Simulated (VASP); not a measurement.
# AlNi (Pm-3m) in VASP: relaxation of cell and atoms with r2SCAN

Aim: the relaxation of cell and atoms of AlNi with r2SCAN.

Program: VASP 6.6.1. These are calculated values, not measurements. Logs are shortened: lines on timing, memory, paths and dates and some standing lists are left out, and cuts for length are marked.

**1. The cell of the first run**

The structure is cubic, space group Pm-3m (No. 221). Conventional cell: a = 2.881 Å, b = 2.881 Å, c = 2.881 Å, α = 90.00°, β = 90.00°, γ = 90.00°. Within 3.3 Å of Al (site symmetry m-3m) lie 8 Ni at 2.50 Å and 6 Al at 2.88 Å. Within 3.3 Å of Ni (site symmetry m-3m) lie 8 Al at 2.50 Å and 6 Ni at 2.88 Å.

**2. Relaxation of cell and atoms, r2SCAN, collinear spin**

The input, POSCAR:

```
AlNi
1.0
    2.8810000000      0.0000000000      0.0000000000
    0.0000000000      2.8810000000      0.0000000000
    0.0000000000      0.0000000000      2.8810000000
Al Ni
1 1
Direct
    0.0000000000      0.0000000000      0.0000000000
    0.5000000000      0.5000000000      0.5000000000
```

The input, INCAR.step1:

```
  PREC = Accurate
  ENCUT = 600
  ISMEAR = 0
  SIGMA = 0.1
  LREAL = False
  LASPH = True
  NELM = 150
  ISPIN = 2
  MAGMOM = 0.01 0.08
  LMAXMIX = 4
  GGA = PE
  ALGO = Normal
  EDIFF = 1E-4
  LWAVE = True
  LCHARG = False
```

The input, INCAR.step2:

```
  PREC = Accurate
  ENCUT = 600
  EDIFF = 1E-7
  ISMEAR = 0
  SIGMA = 0.1
  LREAL = False
  LASPH = True
  NELM = 150
  ALGO = Normal
  ISIF = 3
  LWAVE = False
  LCHARG = False
  ISPIN = 2
  MAGMOM = 0.01 0.08
  LORBIT = 11
  LMAXMIX = 4
  METAGGA = R2SCAN
  LMIXTAU = True
  IBRION = 2
  NSW = 100
  EDIFFG = -0.005
  ISTART = 1
```

The input, KPOINTS:

```
regular mesh
0
Gamma
  14 14 14
```

Potentials or basis: VASP PAW PBE potentials, release 64 (Al, Ni).

Launch:

```bash
> cat potpaw_PBE.64/Al/POTCAR potpaw_PBE.64/Ni/POTCAR > POTCAR
> cp INCAR.step1 INCAR
> mpirun -np 1 vasp_std > vasp.out
> cp INCAR.step2 INCAR
> mpirun -np 1 vasp_std > vasp.out
```

OUTCAR:

```text
PREC = Accurate
   ENCUT = 600
   EDIFF = 1E-7
   ISMEAR = 0
   LREAL = False
   LASPH = True
   NELM = 150
   ISIF = 3
   ISPIN = 2
   LORBIT = 11
   METAGGA = R2SCAN
   IBRION = 2
   NSW = 100
   EDIFFG = -0.005
   ISTART = 1

 ion  position               nearest neighbor table
   1  0.000  0.000  0.000-   2 2.50   2 2.50   2 2.50   2 2.50   2 2.50   2 2.50   2 2.50   2 2.50

   2  0.500  0.500  0.500-   1 2.50   1 2.50   1 2.50   1 2.50   1 2.50   1 2.50   1 2.50   1 2.50

  LATTYP: Found a simple cubic cell.
 ALAT       =     2.8810000000

  Lattice vectors:

 A1 = (   2.8810000000,   0.0000000000,   0.0000000000)
 A2 = (   0.0000000000,   2.8810000000,   0.0000000000)
 A3 = (   0.0000000000,   0.0000000000,   2.8810000000)

Analysis of symmetry for initial positions (statically):
=====================================================================
 Subroutine PRICEL returns:
 Original cell was already a primitive cell.

 Routine SETGRP: Setting up the symmetry group for a
 simple cubic supercell.

 Subroutine GETGRP returns: Found 48 space group operations
 (whereof 48 operations were pure point group operations)
 out of a pool of 48 trial point group operations.

The static configuration has the point symmetry O_h .

Analysis of symmetry for dynamics (positions and initial velocities):
=====================================================================
 Subroutine PRICEL returns:
 Original cell was already a primitive cell.

 Routine SETGRP: Setting up the symmetry group for a
 simple cubic supercell.

 Subroutine GETGRP returns: Found 48 space group operations
 (whereof 48 operations were pure point group operations)
 out of a pool of 48 trial point group operations.

The dynamic configuration has the point symmetry O_h .

Analysis of structural, dynamic, and magnetic symmetry:
=====================================================================
 Subroutine PRICEL returns:
 Original cell was already a primitive cell.

 Routine SETGRP: Setting up the symmetry group for a
 simple cubic supercell.

 Subroutine GETGRP returns: Found 48 space group operations
 (whereof 48 operations were pure point group operations)
 out of a pool of 48 trial point group operations.

The overall configuration has the point symmetry O_h .

 Subroutine INISYM returns: Found 48 space group operations
 (whereof 48 operations are pure point group operations),
 and found     1 'primitive' translations

----------------------------------------------------------------------------------------

                                     Primitive cell

  volume of cell :      23.9128

  direct lattice vectors                    reciprocal lattice vectors
     2.881000000  0.000000000  0.000000000     0.347101701  0.000000000  0.000000000
     0.000000000  2.881000000  0.000000000     0.000000000  0.347101701  0.000000000
     0.000000000  0.000000000  2.881000000     0.000000000  0.000000000  0.347101701

  length of vectors
     2.881000000  2.881000000  2.881000000     0.347101701  0.347101701  0.347101701

  position of ions in fractional coordinates (direct lattice)
     0.000000000  0.000000000  0.000000000
     0.500000000  0.500000000  0.500000000

  ion indices of the primitive-cell ions
   primitive index   ion index
                 1           1
                 2           2

----------------------------------------------------------------------------------------

 KPOINTS: regular mesh

Automatic generation of k-mesh.
 Grid dimensions read from file:
 generate k-points for:   14   14   14

 Generating k-lattice:

  Cartesian coordinates                     Fractional coordinates (reciprocal lattice)
     0.024792979  0.000000000  0.000000000     0.071428571  0.000000000  0.000000000
     0.000000000  0.024792979  0.000000000     0.000000000  0.071428571  0.000000000
     0.000000000  0.000000000  0.024792979     0.000000000  0.000000000  0.071428571

  Length of vectors
     0.024792979  0.024792979  0.024792979

  Shift w.r.t. Gamma in fractional coordinates (k-lattice)
     0.000000000  0.000000000  0.000000000

 Subroutine IBZKPT returns following result:
 ===========================================

 Found    120 irreducible k-points:

 Following reciprocal coordinates:
            Coordinates               Weight
  0.000000  0.000000  0.000000      1.000000
  0.071429  0.000000  0.000000      6.000000
  0.142857  0.000000  0.000000      6.000000
  0.214286  0.000000  0.000000      6.000000
  0.285714  0.000000  0.000000      6.000000
  0.357143  0.000000  0.000000      6.000000
[... 16 lines left out ...]
  0.285714  0.214286  0.000000     24.000000
  0.357143  0.214286  0.000000     24.000000
 [... further k-points ...]
   k-points           NKPTS =    120   k-points in BZ     NKDIM =    120   number of bands    NBANDS=     10
   number of dos      NEDOS =    301   number of ions     NIONS =      2
   total plane-waves  NPLWV =  13824
   dimension x,y,z NGX =    24 NGY =   24 NGZ =   24
   dimension x,y,z NGXF=    48 NGYF=   48 NGZF=   48
   ions per type =               1   1
   NGX,Y,Z   is equivalent  to a cutoff of  13.85, 13.85, 13.85 a.u.
   NGXF,Y,Z  is equivalent  to a cutoff of  27.70, 27.70, 27.70 a.u.
 SYSTEM =  unknown system
   PREC   = accura    normal or accurate (medium, high low for compatibility)
   ISTART =      1    job   : 0-new  1-cont  2-samecut
   ICHARG =      0    charge: 1-file 2-atom 10-const
   ISPIN  =      2    spin polarized calculation?
   LNONCOLLINEAR =      F non collinear calculations
   LSORBIT =      F    spin-orbit coupling
   LASPH  =      T    aspherical Exc in radial PAW
   ENCUT  =  600.0 eV  44.10 Ry    6.64 a.u.   5.75  5.75  5.75*2*pi/ulx,y,z
   NELM   =    150;   NELMIN=  2; NELMDL=  0     # of ELM steps
   EDIFF  = 0.1E-06   stopping-criterion for ELM
   LREAL  =      F    real-space projection
   EDIFFG = -.5E-02   stopping-criterion for IOM
   NSW    =    100    number of steps for IOM
   IBRION =      2    ionic relax: 0-MD 1-quasi-New 2-CG
   NFREE  =      1    steps in history (QN), initial steepest desc. (CG)
   ISIF   =      3    stress and relaxation
   ISYM   =      2    0-nonsym 1-usesym 2-fastsym
   POTIM  = 0.5000    time-step for ionic-motion
   TEBEG  =    0.0;   TEEND  =   0.0 temperature during run
   PSTRESS=    0.0 pullay stress
   NELECT =      13.0000    total number of electrons
   NUPDOWN=      -1.0000    fix difference up-down
   EMIN   =  10.00;   EMAX   =-10.00  energy-range for DOS
   EFERMI =   0.00;   METHOD = LEGACY
   ISMEAR =     0;   SIGMA  =   0.10  broadening in eV -4-tet -1-fermi 0-gaus
   EFERMI_NEDOS =   21; number of points for ismear=-14 and -15
   IALGO  =     38    algorithm
   IMIX   =      4    mixing-type and parameters
     AMIX     =   0.40;   BMIX     =  1.00
     AMIX_MAG =   1.60;   BMIX_MAG =  1.00
  volume/ion in A,a.u.               =      11.96        80.69
  Fermi-wavevector in a.u.,A,eV,Ry     =   1.336122  2.524904 24.289410  1.785221
  Thomas-Fermi vector in A             =   2.464773
   LORBIT       =     11    0 simple, 1 ext, 2 COOP (PROOUT), +10 PAW based schemes
   METAGGA = R2SCAN    functional components
   LHFCALC =     F    Hartree Fock is set to
   AEXX    =    0.0000 exact exchange contribution
   IVDW    =     0    specifies the selected vdW correction
   LEPSILON=     F    determine dielectric tensor
   LRPA    =     F    only Hartree local field effects (RPA)
 conjugate gradient relaxation of ions
 spin polarized calculation
 Gauss-broadening in eV      SIGMA  =   0.10
  energy-cutoff  :      600.00
  volume of cell :       23.91
 maximum number of plane-waves:       840
 NGX is ok and might be reduce to    24
   NGX = 11   NGY = 11   NGZ = 11

--------------------------------------- Ionic step        1  -------------------------------------------

 number of electron      13.0000015 magnetization       0.0000000

 number of electron      13.0000015 magnetization      -0.0000000

 Free energy of the ion-electron system (eV)
  ---------------------------------------------------
  ext. energy  EPLUGINS =         0.00000000
  ---------------------------------------------------
  free energy    TOTEN  =       -20.06397461 eV

  energy without entropy =      -20.05883338  energy(sigma->0) =      -20.06140399

 E-fermi :   9.8582     XC(G=0): -13.0133

 val. band max:        9.8166170499   @ k =   0.4286   0.3571   0.2143
 cond. band min:       9.8586628452   @ k =   0.3571   0.2143   0.0714
 fundamental gap:      0.0420457953
 Fermi energy:         9.8581562971

 spin component 1

 k-point     1 :       0.0000    0.0000    0.0000
  band No.  band energies     occupation
      1      -1.8268      1.00000
      2       6.5449      1.00000
      3       6.5449      1.00000
      4       8.2872      1.00000
      5       8.2872      1.00000
      6       8.2872      1.00000
      7      15.7799      0.00000
      8      15.7799      0.00000
      9      15.7799      0.00000
     10      18.2820      0.00000
[... 688 lines left out ...]
--------------------------------------- Ionic step        3  -------------------------------------------

 number of electron      13.0000011 magnetization      -0.0000000

 number of electron      13.0000011 magnetization       0.0000000

 Free energy of the ion-electron system (eV)
  ---------------------------------------------------
  ext. energy  EPLUGINS =         0.00000000
  ---------------------------------------------------
  free energy    TOTEN  =       -20.06919746 eV

  energy without entropy =      -20.06410322  energy(sigma->0) =      -20.06665034

 E-fermi :  10.1259     XC(G=0): -13.1200

 val. band max:       10.1130249767   @ k =   0.5000   0.5000   0.2857
 cond. band min:      10.1313436083   @ k =   0.3571   0.2143   0.0714
 fundamental gap:      0.0183186317
 Fermi energy:        10.1259120870

 spin component 1

 k-point     1 :       0.0000    0.0000    0.0000
  band No.  band energies     occupation
      1      -1.7117      1.00000
      2       6.7104      1.00000
      3       6.7104      1.00000
      4       8.5102      1.00000
      5       8.5102      1.00000
      6       8.5102      1.00000
      7      16.1390      0.00000
      8      16.1390      0.00000
      9      16.1390      0.00000
     10      18.6177      0.00000
[... 644 lines left out ...]
  FREE ENERGIE OF THE ION-ELECTRON SYSTEM (eV)
  ---------------------------------------------------
  free  energy   TOTEN  =       -20.0691974633 eV

  energy  without entropy=      -20.0641032159  energy(sigma->0) =      -20.06665034

 reached required accuracy - stopping structural energy minimisation

 total charge

# of ion       s       p       d       tot
------------------------------------------
    1        0.383   0.435   0.000   0.818
    2        0.495   0.558   8.494   9.548
--------------------------------------------------
tot          0.878   0.993   8.494  10.366

 magnetization (x)

# of ion       s       p       d       tot
------------------------------------------
    1       -0.000  -0.000   0.000  -0.000
    2       -0.000  -0.000   0.000   0.000
--------------------------------------------------
tot         -0.000  -0.000   0.000  -0.000
```

It took 4.8 min on 1 thread of Intel Xeon 8259CL, shared host; peak memory 0.22 GiB.

What came out:

```yaml
Free_energy: -20.0692 eV
Relaxed_volume: 11.72 Å³/atom
Relaxed_cell: a = 2.862 Å, b = 2.862 Å, c = 2.862 Å, α = 90.00°, β = 90.00°, γ = 90.00°
Space_group_after_relaxing_to_0.1_Å: Pm-3m (No. 221)
Energy_gained_by_relaxing: 2.6 meV/atom
Ionic_steps: 3
Pressure_after_relaxing: 0.0 GPa
Net_moment: 0.00 μB per cell
Valence_electrons_inside_the_program's_atomic_spheres: Al 0.82; Ni 9.55
```

Step by step:
```csv
step,energy change (eV),largest force (eV/Å),pressure (GPa),volume (Å³)
1,0.0000,0.0000,-3.43,23.91
2,-0.0014,0.0000,3.13,23.04
3,-0.0052,0.0000,0.02,23.43
```

Final structure:
```cif
data_structure
_symmetry_space_group_name_H-M 'P 1'
_symmetry_Int_Tables_number 1
_cell_length_a 2.8617
_cell_length_b 2.8617
_cell_length_c 2.8617
_cell_angle_alpha 90.000
_cell_angle_beta 90.000
_cell_angle_gamma 90.000
_cell_volume 23.43
loop_
_atom_site_label
_atom_site_type_symbol
_atom_site_fract_x
_atom_site_fract_y
_atom_site_fract_z
_atom_site_occupancy
Al1 Al 0.00000 0.00000 0.00000 1
Ni1 Ni 0.50000 0.50000 0.50000 1
```

Caveat: the PAW data sets were made with another functional, which shifts forces and pressure a little.
